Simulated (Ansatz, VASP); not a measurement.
## Two plane-wave programs on La

The input INCAR:

```
SYSTEM = La
AGGAC = 1.0
AGGAX = 1.0
ALDAC = 0.0
ALDAX = 1.0
ALGO = Normal
EDIFF = 1E-6
ENCUT = 520
GGA = B5
ISIF = 2
ISMEAR = -1
LASPH = .TRUE.
LCHARG = .TRUE.
LELF = .TRUE.
LREAL = .FALSE.
LVHAR = .TRUE.
LWAVE = .FALSE.
NBANDS = 24
NELM = 60
PREC = Accurate
SIGMA = 0.1
```

KPOINTS

```
k-points
0
G
  7 7 10
  0 0 0
```

Contents of POSCAR:

```
La
1.0
    6.0885228176      0.0000000000      0.0000000000
   -3.0442614088      5.2728154316      0.0000000000
    0.0000000000      0.0000000000      3.7415554064
La
3
Direct
    0.0000000000      1.0000000000      0.0000000000
    0.3333333333      0.6666666667      0.5000000000
    0.6666666667      0.3333333333      0.5000000000
```

Input for Ansatz:

```yaml
crystal:
  lattice:
    - [6.0885228176, 0.0, 0.0]
    - [-3.0442614088, 5.2728154316, 0.0]
    - [0.0, 0.0, 3.7415554064]
  atoms:
    - { symbol: La, position: [0.0, 1.0, 0.0] }
    - { symbol: La, position: [0.3333333333, 0.6666666667, 0.5] }
    - { symbol: La, position: [0.6666666667, 0.3333333333, 0.5] }
hamiltonian:
  xc: blyp
  pseudopotentials:
    kind: paw
    azcp:
      La: "pseudopotentials/La.paw.azcp"
basis:
  ecutwfc: 420
  fft_grid_basis: typed
kpoints:
  mp_grid: { grid: [7, 7, 10], shift: [0, 0, 0] }
magnetization:
  spin_polarized: false
scf:
  occupations: { method: fermi_dirac, width: 0.1 }
  lower_state_search: "off"
output:
  stress: true
```

Alike in both runs: task single point; functional BLYP; k mesh 7 × 7 × 10; occupations fermi-dirac, width 0.1 eV; no spin polarisation.

|  | VASP | Ansatz |
| --- | --- | --- |
| version | VASP 6.6.1 | Ansatz 0.2.0 |
| potentials or method | VASP PAW PBE potentials, release 64 (La), cutoff 520 eV | plane waves (420 eV) with PAW, scalar-relativistic |
| valence electrons in the cell | 33 | 33 |

```csv
,VASP,Ansatz,Ansatz less VASP
pressure (GPa),0.0,0.0,+0.03
```

VASP's potentials were made for PBE, not for BLYP.

Neither program's run includes spin-orbit coupling.
